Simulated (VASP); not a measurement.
# F (P4/mmm) in VASP: single point with PBEsol

Aim: the single point of F with PBEsol.

Program: VASP 6.6.1. These are calculated values, not measurements. Logs are shortened: lines on timing, memory, paths and dates and some standing lists are left out, and cuts for length are marked.

## (1) The cell of the first run

The structure is tetragonal, space group P4/mmm (No. 123). The conventional cell has a = 2.867 Å, b = 2.867 Å, c = 7.364 Å, α = 90.00°, β = 90.00°, γ = 90.00°. Within 3.8 Å of F (site symmetry 4/mmm) lie 4 F at 2.87 Å.

## (2) Single point, PBEsol

Input file INCAR:

```
ALGO     = Normal         # electronic algorithm
EDIFF    = 1E-6           # SCF threshold, eV
ENCUT    = 520            # plane-wave cutoff, eV
GGA      = PS             # functional
ISIF     = 2              # what is computed and relaxed
ISMEAR   = 1              # smearing method
LASPH    = True           # aspherical terms in the spheres
LCHARG   = False          # write CHGCAR
LREAL    = False          # projectors in reciprocal space
LWAVE    = False          # write WAVECAR
NBANDS   = 14             # bands
NELM     = 100            # most SCF steps
PREC     = Accurate       # precision mode
SIGMA    = 0.1            # smearing width, eV
```

Input file KPOINTS:

```
k-points
0
Gamma
  6 6 4
```

Input file POSCAR:

```
F
1.0
    4.0549780000      0.0000000000      0.0000000000
    0.0000000000      4.0549780000      0.0000000000
    0.0000000000      0.0000000000      7.3638700000
F
2
Direct
    0.5000000000      0.5000000000      0.0000000000
    0.0000000000      0.0000000000      0.0000000000
```

Potentials or basis: VASP PAW PBE potentials, release 64 (F).

Run with:

```sh
> cat potpaw_PBE.64/F/POTCAR > POTCAR
> mpirun -np 1 vasp_std > vasp.out
```

OUTCAR:

```text
EDIFF = 1E-6
   ENCUT = 520
   GGA = PS
   ISIF = 2
   ISMEAR = 1
   LASPH = True
   LREAL = False
   NELM = 100
   PREC = Accurate

 ion  position               nearest neighbor table
   1  0.500  0.500  0.000-
   2  0.000  0.000  0.000-

  LATTYP: Found a simple tetragonal cell.
 ALAT       =     4.0549780000
 C/A-ratio  =     1.8160073865

  Lattice vectors:

 A1 = (   4.0549780000,   0.0000000000,   0.0000000000)
 A2 = (   0.0000000000,   4.0549780000,   0.0000000000)
 A3 = (   0.0000000000,   0.0000000000,   7.3638700000)

Analysis of symmetry for initial positions (statically):
=====================================================================
 Subroutine PRICEL returns following result:

  LATTYP: Found a simple tetragonal cell.
 ALAT       =     2.8673024414
 C/A-ratio  =     2.5682222753

  Lattice vectors:

 A1 = (   2.0274890000,  -2.0274890000,   0.0000000000)
 A2 = (   2.0274890000,   2.0274890000,   0.0000000000)
 A3 = (   0.0000000000,   0.0000000000,   7.3638700000)

   2 primitive cells build up your supercell.

 Routine SETGRP: Setting up the symmetry group for a
 simple tetragonal supercell.

 Subroutine GETGRP returns: Found 16 space group operations
 (whereof 16 operations were pure point group operations)
 out of a pool of 16 trial point group operations.

The static configuration has the point symmetry D_4h.

Analysis of symmetry for dynamics (positions and initial velocities):
=====================================================================
 Subroutine PRICEL returns following result:

  LATTYP: Found a simple tetragonal cell.
 ALAT       =     2.8673024414
 C/A-ratio  =     2.5682222753

  Lattice vectors:

 A1 = (   2.0274890000,  -2.0274890000,   0.0000000000)
 A2 = (   2.0274890000,   2.0274890000,   0.0000000000)
 A3 = (   0.0000000000,   0.0000000000,   7.3638700000)

   2 primitive cells build up your supercell.

 Routine SETGRP: Setting up the symmetry group for a
 simple tetragonal supercell.

 Subroutine GETGRP returns: Found 16 space group operations
 (whereof 16 operations were pure point group operations)
 out of a pool of 16 trial point group operations.

The dynamic configuration has the point symmetry D_4h.

 Subroutine INISYM returns: Found 16 space group operations
 (whereof 16 operations are pure point group operations),
 and found     2 'primitive' translations

----------------------------------------------------------------------------------------

                                     Primitive cell

  volume of cell :      60.5415

  direct lattice vectors                    reciprocal lattice vectors
     2.027489000 -2.027489000  0.000000000     0.246610462 -0.246610462  0.000000000
     2.027489000  2.027489000  0.000000000     0.246610462  0.246610462  0.000000000
     0.000000000  0.000000000  7.363870000     0.000000000  0.000000000  0.135798160

  length of vectors
     2.867302441  2.867302441  7.363870000     0.348759861  0.348759861  0.135798160

  position of ions in fractional coordinates (direct lattice)
     0.000000000  0.000000000  0.000000000

  ion indices of the primitive-cell ions
   primitive index   ion index
                 1           1

----------------------------------------------------------------------------------------

 KPOINTS: k-points

Automatic generation of k-mesh.
 Grid dimensions read from file:
 generate k-points for:    6    6    4

 Generating k-lattice:

  Cartesian coordinates                     Fractional coordinates (reciprocal lattice)
     0.041101744  0.000000000  0.000000000     0.166666667  0.000000000  0.000000000
     0.000000000  0.041101744  0.000000000     0.000000000  0.166666667  0.000000000
     0.000000000  0.000000000  0.033949540     0.000000000  0.000000000  0.250000000

  Length of vectors
     0.041101744  0.041101744  0.033949540

  Shift w.r.t. Gamma in fractional coordinates (k-lattice)
     0.000000000  0.000000000  0.000000000

 Subroutine IBZKPT returns following result:
 ===========================================

 Found     30 irreducible k-points:

 Following reciprocal coordinates:
            Coordinates               Weight
  0.000000  0.000000  0.000000      1.000000
  0.166667  0.000000  0.000000      4.000000
  0.333333  0.000000  0.000000      4.000000
  0.500000  0.000000  0.000000      2.000000
  0.166667  0.166667  0.000000      4.000000
  0.333333  0.166667  0.000000      8.000000
[... 16 lines left out ...]
  0.333333  0.000000  0.500000      4.000000
  0.500000  0.000000  0.500000      2.000000
 [... further k-points ...]
   k-points           NKPTS =     30   k-points in BZ     NKDIM =     30   number of bands    NBANDS=     14
   number of dos      NEDOS =    301   number of ions     NIONS =      2
   total plane-waves  NPLWV =  50400
   dimension x,y,z NGX =    30 NGY =   30 NGZ =   56
   dimension x,y,z NGXF=    60 NGYF=   60 NGZF=  112
   ions per type =               2
   NGX,Y,Z   is equivalent  to a cutoff of  12.30, 12.30, 12.64 a.u.
   NGXF,Y,Z  is equivalent  to a cutoff of  24.60, 24.60, 25.28 a.u.
 SYSTEM =  unknown system
   PREC   = accura    normal or accurate (medium, high low for compatibility)
   ISTART =      0    job   : 0-new  1-cont  2-samecut
   ICHARG =      2    charge: 1-file 2-atom 10-const
   ISPIN  =      1    spin polarized calculation?
   LNONCOLLINEAR =      F non collinear calculations
   LSORBIT =      F    spin-orbit coupling
   LASPH  =      T    aspherical Exc in radial PAW
   ENCUT  =  520.0 eV  38.22 Ry    6.18 a.u.   7.54  7.54 13.69*2*pi/ulx,y,z
   NELM   =    100;   NELMIN=  2; NELMDL= -5     # of ELM steps
   EDIFF  = 0.1E-05   stopping-criterion for ELM
   LREAL  =      F    real-space projection
   EDIFFG = 0.1E-04   stopping-criterion for IOM
   NSW    =      0    number of steps for IOM
   IBRION =     -1    ionic relax: 0-MD 1-quasi-New 2-CG
   NFREE  =      0    steps in history (QN), initial steepest desc. (CG)
   ISIF   =      2    stress and relaxation
   ISYM   =      2    0-nonsym 1-usesym 2-fastsym
   POTIM  = 0.5000    time-step for ionic-motion
   TEBEG  =    0.0;   TEEND  =   0.0 temperature during run
   PSTRESS=    0.0 pullay stress
   NELECT =      14.0000    total number of electrons
   NUPDOWN=      -1.0000    fix difference up-down
   EMIN   =  10.00;   EMAX   =-10.00  energy-range for DOS
   EFERMI =   0.00;   METHOD = LEGACY
   ISMEAR =     1;   SIGMA  =   0.10  broadening in eV -4-tet -1-fermi 0-gaus
   EFERMI_NEDOS =   21; number of points for ismear=-14 and -15
   IALGO  =     38    algorithm
   IMIX   =      4    mixing-type and parameters
     AMIX     =   0.40;   BMIX     =  1.00
     AMIX_MAG =   1.60;   BMIX_MAG =  1.00
  volume/ion in A,a.u.               =      60.54       408.55
  Fermi-wavevector in a.u.,A,eV,Ry     =   0.797547  1.507146  8.654418  0.636082
  Thomas-Fermi vector in A             =   1.904286
   LORBIT       =      0    0 simple, 1 ext, 2 COOP (PROOUT), +10 PAW based schemes
   GGA     = PS    functional components
   LHFCALC =     F    Hartree Fock is set to
   AEXX    =    0.0000 exact exchange contribution
   IVDW    =     0    specifies the selected vdW correction
   LEPSILON=     F    determine dielectric tensor
   LRPA    =     F    only Hartree local field effects (RPA)
 non-spin polarized calculation
 Methfessel and Paxton  Order N= 1 SIGMA  =   0.10
  energy-cutoff  :      520.00
  volume of cell :      121.08
 maximum number of plane-waves:      3315
   NGX = 15   NGY = 15   NGZ = 27

 number of electron      13.9999985 magnetization

 Free energy of the ion-electron system (eV)
  ---------------------------------------------------
  ext. energy  EPLUGINS =         0.00000000
  ---------------------------------------------------
  free energy    TOTEN  =        -0.82491106 eV

  energy without entropy =       -0.82309440  energy(sigma->0) =       -0.82430550

 E-fermi :  -9.9500     XC(G=0):  -3.1809

 val. band max:       -9.9739180657   @ k =   0.1667   0.0000   0.5000
 cond. band min:      -9.9470014630   @ k =   0.1667   0.0000   0.0000
 fundamental gap:      0.0269166027
 Fermi energy:        -9.9500134538

 k-point     1 :       0.0000    0.0000    0.0000
  band No.  band energies     occupation
      1     -29.0917      2.00000
      2     -28.7988      2.00000
      3     -10.7288      2.00000
      4     -10.7288      2.00000
      5     -10.2798      2.00003
      6      -9.9055      0.32335
      7      -9.8883      0.14484
      8      -9.8883      0.14484
      9      -0.0023      0.00000
     10       2.5133      0.00000
     11       3.3796      0.00000
     12       7.0458      0.00000
     13       9.1066      0.00000
     14       9.1066      0.00000

 k-point     2 :       0.1667    0.0000    0.0000
  band No.  band energies     occupation
      1     -29.0715      2.00000
      2     -28.8174      2.00000
      3     -10.6972      2.00000
      4     -10.6748      2.00000
      5     -10.2522      2.00017
      6      -9.9739      1.39224
      7      -9.9470      0.94905
      8      -9.9278      0.63448
      9       0.2774      0.00000
     10       2.7286      0.00000
     11       3.6671      0.00000
     12       6.0333      0.00000
     13       8.0517      0.00000
     14       8.0814      0.00000
[... 343 lines left out ...]
      1     -29.0169      2.00000
      2     -28.8699      2.00000
      3     -10.5948      2.00000
      4     -10.5256      2.00000
      5     -10.1823      2.00492
      6     -10.1787      2.00569
      7     -10.1056      2.05026
      8      -9.9910      1.63352
      9       1.7973      0.00000
     10       1.8024      0.00000
     11       4.6836      0.00000
     12       4.7282      0.00000
     13       7.0557      0.00000
     14       7.3623      0.00000

 k-point    24 :       0.5000    0.0000    0.5000
  band No.  band energies     occupation
      1     -28.9427      2.00000
      2     -28.9427      2.00000
      3     -10.4146      2.00000
      4     -10.4146      2.00000
      5     -10.3179      2.00000
      6     -10.3179      2.00000
      7     -10.0822      2.06840
      8     -10.0822      2.06840
      9       2.9989      0.00000
     10       2.9989      0.00000
     11       3.0956      0.00000
     12       3.0956      0.00000
     13       8.0800      0.00000
     14       8.0800      0.00000

 [... further k-points ...]

------------------------ aborting loop because EDIFF is reached ----------------------------------------

  FORCE on cell =-STRESS in cart. coord.  units (eV):
  Direction    XX          YY          ZZ          XY          YZ          ZX
  --------------------------------------------------------------------------------------
  -------------------------------------------------------------------------------------
  Total       -2.1900617     -2.1900617     -0.1069073      0.0000000      0.0000000      0.0000000
  in kB      -28.9790281    -28.9790281     -1.4146037      0.0000000      0.0000000      0.0000000
  external PRESSURE =     -19.7908867 kB  Pullay stress =       0.0000000 kB

 VOLUME and BASIS-vectors are now :
 -----------------------------------------------------------------------------
  energy-cutoff  :      520.00
  volume of cell :      121.08
      direct lattice vectors                 reciprocal lattice vectors
     4.054978000  0.000000000  0.000000000     0.246610462  0.000000000  0.000000000
     0.000000000  4.054978000  0.000000000     0.000000000  0.246610462  0.000000000
     0.000000000  0.000000000  7.363870000     0.000000000  0.000000000  0.135798160

 POSITION                                       TOTAL-FORCE (eV/Angst)
 -----------------------------------------------------------------------------------
      2.02749      2.02749      0.00000        -0.000000     -0.000000      0.000000
      0.00000      0.00000      0.00000         0.000000      0.000000      0.000000
 -----------------------------------------------------------------------------------
    total drift:                                0.000000      0.000000      0.000000

  FREE ENERGIE OF THE ION-ELECTRON SYSTEM (eV)
  ---------------------------------------------------
  free  energy   TOTEN  =        -0.8249110576 eV

  energy  without entropy=       -0.8230943989  energy(sigma->0) =       -0.82430550
```

Wall time 49 s (1 thread of AMD EPYC 7R13, shared host); peak memory 0.18 GiB.

What came out:

| Item | Value |
| --- | --- |
| Free energy | -0.8249 eV |
| Pressure | -2.0 GPa |
| Band gap on the k mesh | zero (bands 7 and 8 overlap by 0.29 eV) |

Stress tensor (GPa, compression positive):
```
-2.90  0.00  0.00
 0.00 -2.90  0.00
 0.00  0.00 -0.14
```

Levels at points of the mesh, in eV from the Fermi level:
| k point | band 4 | band 5 | band 6 | band 7 | band 8 | band 9 |
| --- | --- | --- | --- | --- | --- | --- |
| (0.00, 0.00, 0.00) | -0.78 | -0.33 | 0.04 | 0.06 | 0.06 | 9.95 |
| (0.50, 0.00, 0.00) | -0.46 | -0.37 | -0.37 | -0.13 | -0.13 | 12.33 |
| (0.50, 0.50, 0.00) | -1.03 | -0.12 | -0.12 | 0.16 | 0.16 | 14.50 |
| (0.00, 0.00, 0.50) | -0.78 | -0.33 | 0.04 | 0.06 | 0.06 | 10.61 |
| (0.50, 0.00, 0.50) | -0.46 | -0.37 | -0.37 | -0.13 | -0.13 | 12.95 |
| (0.50, 0.50, 0.50) | -1.03 | -0.12 | -0.12 | 0.16 | 0.16 | 14.92 |

Caveat: the PAW data sets were made with another functional, which shifts forces and pressure a little.
